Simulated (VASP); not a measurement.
**CaPtS3: single point with PBE**

CaPtS3:

```xyz
10
Lattice="3.3122 1.9123 5.4087 -3.3122 1.9123 5.4087 0.0000 -3.8246 5.4087" Properties=species:S:1:pos:R:3 pbc="T T T"
Ca    0.0000    0.0000   12.1697
Ca    0.0000    0.0000    4.0566
Pt    0.0000    0.0000    8.1131
Pt    0.0000    0.0000    0.0000
S     1.9257   -0.4892    9.4653
S    -0.5392    1.9123    9.4653
S    -1.3865   -1.4231    9.4653
S    -1.9257    0.4892    6.7609
S     0.5392   -1.9123    6.7609
S     1.3865    1.4231    6.7609
```

```json
{
 "Program": "VASP 6.6.1",
 "Task": "single point",
 "Functional": "PBE",
 "Potentials or basis": "VASP PAW PBE potentials, release 64 (Ca_sv, Pt, S)",
 "Cutoff": "520 eV",
 "k mesh": "4 × 4 × 4",
 "Occupations": "gaussian, width 0.1 eV",
 "Spin": "no spin polarisation",
 "Dipole correction": "no",
 "Further INCAR settings": "ALGO = Normal; EDIFF = 1e-06; NBANDS = 49"
}
```

```yaml
Pressure: 0.8 GPa
Largest_force: 0.553 eV/Å
Band_gap_on_the_k_mesh: 0.02 eV (least direct gap 0.09 eV)
```

Forces on the atoms (eV/Å):
```
Ca   0.000  0.000  0.000
Ca   0.000  0.000  0.000
Pt   0.000  0.000  0.000
Pt   0.000  0.000  0.000
S    0.277  0.479  0.000
S   -0.553  0.000  0.000
S    0.277 -0.479  0.000
S   -0.277 -0.479  0.000
S    0.553  0.000  0.000
S   -0.277  0.479  0.000
```

Stress tensor (GPa, compression positive):
```
 2.48  0.00  0.00
 0.00  2.48  0.00
 0.00  0.00 -2.53
```

Levels at points of the mesh, in eV from the valence-band top:
```
           k point  band 34  band 35  band 36  band 37  band 38  band 39  band 40  band 41  band 42  band 43
(0.00, 0.00, 0.00)    -0.68    -0.68    -0.60    -0.60    -0.15     0.09     0.09     3.14     3.59     3.59
(0.50, 0.00, 0.00)    -1.03    -0.56    -0.56    -0.48    -0.48     1.51     1.51     1.82     1.82     3.86
(0.50, 0.50, 0.50)    -1.17    -0.65    -0.65    -0.65    -0.65     1.44     1.44     1.44     1.44     4.69
(0.50, 0.50, 0.00)    -0.85    -0.77    -0.61    -0.13     0.00     0.09     0.40     1.30     4.03     4.17
```

Wall time 110 s on 1 thread of Intel(R) Xeon(R) 6975P-C (Granite Rapids), with other jobs on the host, peak memory 0.4 GiB.

Caveat: the stress differs along the axes, from -3 to 2 GPa; spin-orbit coupling is left out, which moves the levels of the heavy elements. A k mesh can miss the band edges.
